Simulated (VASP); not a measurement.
# Te2Mo (P6_3/mmc) in VASP: further runs

The runs below take Te2Mo through single point, relaxation of cell and atoms, with PBE+D3(BJ).

Program: VASP 6.6.1. These are calculated values, not measurements. Logs are shortened: lines on timing, memory, paths and dates and some standing lists are left out, and cuts for length are marked.

**Experimental background.**

From “Broadband infrared study of pressure-tunable Fano resonance and metallization transition in 2H-MoTe2”, 2022, pmc:9569381, for a bulk crystal of Te2Mo at 300 K: band gap 0.88 ± 0.05 eV (indirect).

The results are compared with them further down.

## (1) The cell of the first run

The structure is hexagonal, space group P6_3/mmc (No. 194). Conventional cell: a = 3.496 Å, b = 3.496 Å, c = 13.701 Å, α = 90.00°, β = 90.00°, γ = 120.00°. Within 3.6 Å of Te (site symmetry 3m) lie 3 Mo at 2.72 Å and 6 Te at 3.50 Å. Within 3.6 Å of Mo (site symmetry -6m2) lie 6 Te at 2.72 Å and 6 Mo at 3.50 Å.

## (2) Single point, PBE+D3(BJ)

INCAR

```
ALGO = Normal ; EDIFF = 1E-6
ENCUT = 520 ; GGA = PE
ISIF = 2 ; ISMEAR = -1
IVDW = 12 ; LASPH = T
LCHARG = T ; LELF = T
LREAL = F ; LVHAR = T
LWAVE = F ; NBANDS = 35
NELM = 100 ; PREC = Accurate
SIGMA = 0.02
```

KPOINTS

```
k-points
0
Gamma
  12 12 2
```

POSCAR

```
Te2Mo
1.0
    3.4964011449      0.0000000000      0.0000000000
   -1.7482005724      3.0279722133      0.0000000000
    0.0000000000      0.0000000000     13.7008445272
Te Mo
4 2
Direct
    0.3333333333      0.6666666667      0.6173401540
    0.6666666667      0.3333333333      0.1173401540
    0.3333333333      0.6666666667      0.8826598460
    0.6666666667      0.3333333333      0.3826598460
    0.3333333333      0.6666666667      0.2500000000
    0.6666666667      0.3333333333      0.7500000000
```

Potentials or basis: VASP PAW PBE potentials, release 64 (Te, Mo_sv).

Command:

```sh
$ cat potpaw_PBE.64/Te/POTCAR potpaw_PBE.64/Mo_sv/POTCAR > POTCAR
$ mpirun -np 1 vasp_std > vasp.out
```

OUTCAR:

```text
EDIFF = 1E-6
   ENCUT = 520
   GGA = PE
   ISIF = 2
   ISMEAR = -1
   IVDW = 12
   LASPH = T
   LREAL = F
   NELM = 100
   PREC = Accurate
 IVDW          = 12

 ion  position               nearest neighbor table
   1  0.333  0.667  0.617-   6 2.72   6 2.72   6 2.72   3 3.64
   2  0.667  0.333  0.117-   5 2.72   5 2.72   5 2.72   4 3.64
   3  0.333  0.667  0.883-   6 2.72   6 2.72   6 2.72   1 3.64
   4  0.667  0.333  0.383-   5 2.72   5 2.72   5 2.72   2 3.64
   5  0.333  0.667  0.250-   2 2.72   4 2.72   2 2.72   4 2.72   2 2.72   4 2.72
   6  0.667  0.333  0.750-   1 2.72   3 2.72   1 2.72   3 2.72   1 2.72   3 2.72

  LATTYP: Found a hexagonal cell.
 ALAT       =     3.4964011449
 C/A-ratio  =     3.9185562409

  Lattice vectors:

 A1 = (   3.4964011449,   0.0000000000,   0.0000000000)
 A2 = (  -1.7482005724,   3.0279722133,   0.0000000000)
 A3 = (   0.0000000000,   0.0000000000,  13.7008445272)

Analysis of symmetry for initial positions (statically):
=====================================================================
 Subroutine PRICEL returns:
 Original cell was already a primitive cell.

 Routine SETGRP: Setting up the symmetry group for a
 hexagonal supercell.

 Subroutine GETGRP returns: Found 24 space group operations
 (whereof 12 operations were pure point group operations)
 out of a pool of 24 trial point group operations.

The static configuration has the point symmetry D_3d.
 The point group associated with its full space group is D_6h.

Analysis of symmetry for dynamics (positions and initial velocities):
=====================================================================
 Subroutine PRICEL returns:
 Original cell was already a primitive cell.

 Routine SETGRP: Setting up the symmetry group for a
 hexagonal supercell.

 Subroutine GETGRP returns: Found 24 space group operations
 (whereof 12 operations were pure point group operations)
 out of a pool of 24 trial point group operations.

The dynamic configuration has the point symmetry D_3d.
 The point group associated with its full space group is D_6h.

 Subroutine INISYM returns: Found 24 space group operations
 (whereof 12 operations are pure point group operations),
 and found     1 'primitive' translations

----------------------------------------------------------------------------------------

                                     Primitive cell

  volume of cell :     145.0509

  direct lattice vectors                    reciprocal lattice vectors
     3.496401145  0.000000000  0.000000000     0.286008372  0.165127011  0.000000000
    -1.748200572  3.027972213  0.000000000     0.000000000  0.330254021  0.000000000
     0.000000000  0.000000000 13.700844527     0.000000000  0.000000000  0.072988201

  length of vectors
     3.496401145  3.496401145 13.700844527     0.330254021  0.330254021  0.072988201

  position of ions in fractional coordinates (direct lattice)
     0.333333333  0.666666667  0.617340154
     0.666666667  0.333333333  0.117340154
     0.333333333  0.666666667  0.882659846
     0.666666667  0.333333333  0.382659846
     0.333333333  0.666666667  0.250000000
     0.666666667  0.333333333  0.750000000

  ion indices of the primitive-cell ions
   primitive index   ion index
                 1           1
                 2           2
                 3           3
                 4           4
                 5           5
                 6           6

----------------------------------------------------------------------------------------

 KPOINTS: k-points

Automatic generation of k-mesh.
 Grid dimensions read from file:
 generate k-points for:   12   12    2

 Generating k-lattice:

  Cartesian coordinates                     Fractional coordinates (reciprocal lattice)
     0.023834031  0.013760584  0.000000000     0.083333333  0.000000000  0.000000000
     0.000000000  0.027521168  0.000000000     0.000000000  0.083333333  0.000000000
     0.000000000  0.000000000  0.036494101     0.000000000  0.000000000  0.500000000

  Length of vectors
     0.027521168  0.027521168  0.036494101

  Shift w.r.t. Gamma in fractional coordinates (k-lattice)
     0.000000000  0.000000000  0.000000000

 Subroutine IBZKPT returns following result:
 ===========================================

 Found     38 irreducible k-points:

 Following reciprocal coordinates:
            Coordinates               Weight
  0.000000  0.000000  0.000000      1.000000
  0.083333 -0.000000  0.000000      6.000000
  0.166667 -0.000000  0.000000      6.000000
  0.250000 -0.000000  0.000000      6.000000
  0.333333 -0.000000  0.000000      6.000000
  0.416667 -0.000000  0.000000      6.000000
[... 16 lines left out ...]
  0.250000 -0.000000  0.500000      6.000000
  0.333333 -0.000000  0.500000      6.000000
 [... further k-points ...]
   k-points           NKPTS =     38   k-points in BZ     NKDIM =     38   number of bands    NBANDS=     35
   number of dos      NEDOS =    301   number of ions     NIONS =      6
   total plane-waves  NPLWV =  84672
   dimension x,y,z NGX =    28 NGY =   28 NGZ =  108
   dimension x,y,z NGXF=    56 NGYF=   56 NGZF=  216
   ions per type =               4   2
   NGX,Y,Z   is equivalent  to a cutoff of  13.31, 13.31, 13.10 a.u.
   NGXF,Y,Z  is equivalent  to a cutoff of  26.63, 26.63, 26.21 a.u.
 SYSTEM =  unknown system
   PREC   = accura    normal or accurate (medium, high low for compatibility)
   ISTART =      0    job   : 0-new  1-cont  2-samecut
   ICHARG =      2    charge: 1-file 2-atom 10-const
   ISPIN  =      1    spin polarized calculation?
   LNONCOLLINEAR =      F non collinear calculations
   LSORBIT =      F    spin-orbit coupling
   LASPH  =      T    aspherical Exc in radial PAW
   ENCUT  =  520.0 eV  38.22 Ry    6.18 a.u.   6.50  6.50 25.47*2*pi/ulx,y,z
   NELM   =    100;   NELMIN=  2; NELMDL= -5     # of ELM steps
   EDIFF  = 0.1E-05   stopping-criterion for ELM
   LREAL  =      F    real-space projection
   EDIFFG = 0.1E-04   stopping-criterion for IOM
   NSW    =      0    number of steps for IOM
   IBRION =     -1    ionic relax: 0-MD 1-quasi-New 2-CG
   NFREE  =      0    steps in history (QN), initial steepest desc. (CG)
   ISIF   =      2    stress and relaxation
   ISYM   =      2    0-nonsym 1-usesym 2-fastsym
   POTIM  = 0.5000    time-step for ionic-motion
   TEBEG  =    0.0;   TEEND  =   0.0 temperature during run
   PSTRESS=    0.0 pullay stress
   NELECT =      52.0000    total number of electrons
   NUPDOWN=      -1.0000    fix difference up-down
   EMIN   =  10.00;   EMAX   =-10.00  energy-range for DOS
   EFERMI =   0.00;   METHOD = LEGACY
   ISMEAR =    -1;   SIGMA  =   0.02  broadening in eV -4-tet -1-fermi 0-gaus
   EFERMI_NEDOS =   21; number of points for ismear=-14 and -15
   IALGO  =     38    algorithm
   IMIX   =      4    mixing-type and parameters
     AMIX     =   0.40;   BMIX     =  1.00
     AMIX_MAG =   1.60;   BMIX_MAG =  1.00
  volume/ion in A,a.u.               =      24.18       163.14
  Fermi-wavevector in a.u.,A,eV,Ry     =   1.162972  2.197698 18.401921  1.352503
  Thomas-Fermi vector in A             =   2.299527
   LORBIT       =      0    0 simple, 1 ext, 2 COOP (PROOUT), +10 PAW based schemes
   GGA     = PE    functional components
   LHFCALC =     F    Hartree Fock is set to
   AEXX    =    0.0000 exact exchange contribution
   IVDW    =    12    specifies the selected vdW correction
   LEPSILON=     F    determine dielectric tensor
   LRPA    =     F    only Hartree local field effects (RPA)
 non-spin polarized calculation
  energy-cutoff  :      520.00
  volume of cell :      145.05
 maximum number of plane-waves:      3974
 NGX is ok and might be reduce to    28
   NGX = 13   NGY = 13   NGZ = 51

 number of electron      51.9999999 magnetization

 Free energy of the ion-electron system (eV)
  ---------------------------------------------------
  ext. energy  EPLUGINS =         0.00000000
  ---------------------------------------------------
  free energy    TOTEN  =       -35.90697357 eV

  energy without entropy =      -35.90697356  energy(sigma->0) =      -35.90697357

 E-fermi :   8.9411     XC(G=0): -10.6411

 val. band max:        8.6310036149   @ k =   0.0000   0.0000   0.0000
 cond. band min:       9.2779512228   @ k =   0.2500   0.1667   0.0000
 fundamental gap:      0.6469476079
 Fermi energy:         8.9411265552

 k-point     1 :       0.0000    0.0000    0.0000
  band No.  band energies     occupation
      1     -52.2222      2.00000
      2     -52.2222      2.00000
      3     -26.3991      2.00000
      4     -26.3991      2.00000
      5     -26.2579      2.00000
      6     -26.2579      2.00000
[... 27 lines left out ...]
     34      12.0424      0.00000
     35      14.4614      0.00000

 k-point     2 :       0.0833   -0.0000    0.0000
  band No.  band energies     occupation
      1     -52.2215      2.00000
      2     -52.2215      2.00000
      3     -26.3971      2.00000
      4     -26.3971      2.00000
      5     -26.2673      2.00000
      6     -26.2673      2.00000
[... 27 lines left out ...]
     34      11.8533      0.00000
     35      14.9143      0.00000

 k-point     3 :       0.1667   -0.0000    0.0000
  band No.  band energies     occupation
      1     -52.2196      2.00000
      2     -52.2195      2.00000
      3     -26.3915      2.00000
      4     -26.3915      2.00000
      5     -26.2928      2.00000
      6     -26.2928      2.00000
[... 27 lines left out ...]
     34      12.0555      0.00000
     35      15.0658      0.00000
[... 723 lines left out ...]
 k-point    23 :       0.2500   -0.0000    0.5000
  band No.  band energies     occupation
      1     -52.2169      2.00000
      2     -52.2169      2.00000
      3     -26.3838      2.00000
      4     -26.3838      2.00000
      5     -26.3274      2.00000
      6     -26.3274      2.00000
[... 27 lines left out ...]
     34      12.0215      0.00000
     35      14.6147      0.00000

 k-point    24 :       0.3333   -0.0000    0.5000
  band No.  band energies     occupation
      1     -52.2142      2.00000
      2     -52.2142      2.00000
      3     -26.3761      2.00000
      4     -26.3761      2.00000
      5     -26.3618      2.00000
      6     -26.3618      2.00000
[... 27 lines left out ...]
     34      12.0827      0.00000
     35      13.7226      0.00000

 [... further k-points ...]

------------------------ aborting loop because EDIFF is reached ----------------------------------------

 Edisp (eV)   -3.32386

 E8    (eV) :    -1.5315

  FORCE on cell =-STRESS in cart. coord.  units (eV):
  Direction    XX          YY          ZZ          XY          YZ          ZX
  --------------------------------------------------------------------------------------
  -------------------------------------------------------------------------------------
  Total      -0.02690    -0.02690     0.01389    -0.00000    -0.00000     0.00000
  in kB      -0.29717    -0.29717     0.15337    -0.00000    -0.00000     0.00000
  external pressure =       -0.15 kB  Pullay stress =        0.00 kB

 VOLUME and BASIS-vectors are now :
 -----------------------------------------------------------------------------
  energy-cutoff  :      520.00
  volume of cell :      145.05
      direct lattice vectors                 reciprocal lattice vectors
     3.496401145  0.000000000  0.000000000     0.286008372  0.165127011  0.000000000
    -1.748200572  3.027972213  0.000000000     0.000000000  0.330254021  0.000000000
     0.000000000  0.000000000 13.700844527     0.000000000  0.000000000  0.072988201

 POSITION                                       TOTAL-FORCE (eV/Angst)
 -----------------------------------------------------------------------------------
     -0.00000      2.01865      8.45808        -0.000000      0.000000     -0.010067
      1.74820      1.00932      1.60766        -0.000000     -0.000000     -0.010067
     -0.00000      2.01865     12.09319        -0.000000      0.000000      0.010067
      1.74820      1.00932      5.24276        -0.000000     -0.000000      0.010067
     -0.00000      2.01865      3.42521        -0.000000      0.000000      0.000000
      1.74820      1.00932     10.27563         0.000000      0.000000      0.000000
 -----------------------------------------------------------------------------------
    total drift:                               -0.000000      0.000000     -0.000000

  FREE ENERGIE OF THE ION-ELECTRON SYSTEM (eV)
  ---------------------------------------------------
  free  energy   TOTEN  =       -39.2308356378 eV

  energy  without entropy=      -39.2308356349  energy(sigma->0) =      -39.23083564
```

Wall time 2 min (1 thread of Intel Xeon 6975P-C (Granite Rapids), shared host); peak memory 0.38 GiB.

What came out:

- Free energy: -39.2308 eV
- Pressure: 0.0 GPa
- Largest force: 0.010 eV/Å
- Band gap on the k mesh: 0.65 eV, indirect (least direct gap 1.04 eV)
- Dispersion energy per atom: -0.554 eV

Forces in eV/Å, atoms in the order of the input:
```
Te   0.000  0.000 -0.010
Te   0.000  0.000 -0.010
Te   0.000  0.000  0.010
Te   0.000  0.000  0.010
Mo   0.000  0.000  0.000
Mo   0.000  0.000  0.000
```

Levels at points of the mesh, in eV from the valence-band top:
```
           k point  band 23  band 24  band 25  band 26  band 27  band 28  band 29  band 30
(0.00, 0.00, 0.00)    -1.01    -1.01    -0.18     0.00     2.87     2.87     3.05     3.05
(0.50, 0.00, 0.00)    -1.10    -1.03    -0.66    -0.26     1.26     1.34     1.41     1.82
(0.00, 0.00, 0.50)    -1.04    -1.04    -0.05    -0.05     2.91     2.91     2.91     2.91
(0.50, 0.00, 0.50)    -1.04    -1.04    -0.46    -0.46     1.29     1.29     1.63     1.63
```

Caveat: spin-orbit coupling is left out, which moves the levels of the heavy elements.

(Continued in part 2 of 2.)
